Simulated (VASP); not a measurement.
Wanted: the native input for a VASP 6.6.1 run.

```
Task                   : single point
Functional             : PBE
Potentials or basis    : VASP PAW PBE potentials, release 64 (Na_pv, Cu)
Cutoff                 : 520 eV
k mesh                 : 6 × 6 × 8
Occupations            : gaussian, width 0.1 eV
Spin                   : no spin polarisation
Dipole correction      : no
Further INCAR settings : ALGO = Fast; EDIFF = 1e-06; NBANDS = 28
```

The structure of Na4Cu lies in POSCAR:

```
Na4Cu
1.0
    6.4074421921      0.0000000000      0.0000000000
   -3.2037210961      5.5490077116      0.0000000000
    0.0000000000      0.0000000000      5.4434876271
Na Cu
4 1
Direct
    0.0000000000      0.0000000000      0.0000000000
    0.5000000000      0.0000000000      0.5000000000
    0.0000000000      0.5000000000      0.5000000000
    0.5000000000      0.5000000000      0.5000000000
    0.0000000000      0.0000000000      0.5000000000
```

One way to write it, as run:

INCAR

```
SYSTEM = Na4Cu
PREC     = Accurate       ! precision mode
ENCUT    = 520            ! plane-wave cutoff, eV
EDIFF    = 1E-6           ! SCF threshold, eV
ISMEAR   = 0              ! smearing method
SIGMA    = 0.1            ! smearing width, eV
LREAL    = .FALSE.        ! projectors in reciprocal space
LASPH    = .TRUE.         ! aspherical terms in the spheres
NELM     = 60             ! most SCF steps
ALGO     = Fast           ! electronic algorithm
ISIF     = 2              ! what is computed and relaxed
LWAVE    = .FALSE.        ! write WAVECAR
LCHARG   = .FALSE.        ! write CHGCAR
GGA      = PE             ! functional
NBANDS   = 28             ! bands
```

KPOINTS

```
regular mesh
0
G
  6 6 8
  0 0 0
```

Potentials or basis: VASP PAW PBE potentials, release 64 (Na_pv, Cu).

Run with:

```sh
$ cat potpaw_PBE.64/Na_pv/POTCAR potpaw_PBE.64/Cu/POTCAR > POTCAR
$ mpirun -np 1 vasp_std > vasp.out
```

It gave:

```yaml
Pressure: 0.1 GPa
```

It took 2 min on 1 thread of AMD EPYC 9R45 96-Core Processor (Zen 5), on a shared host, peak memory 0.34 GiB.
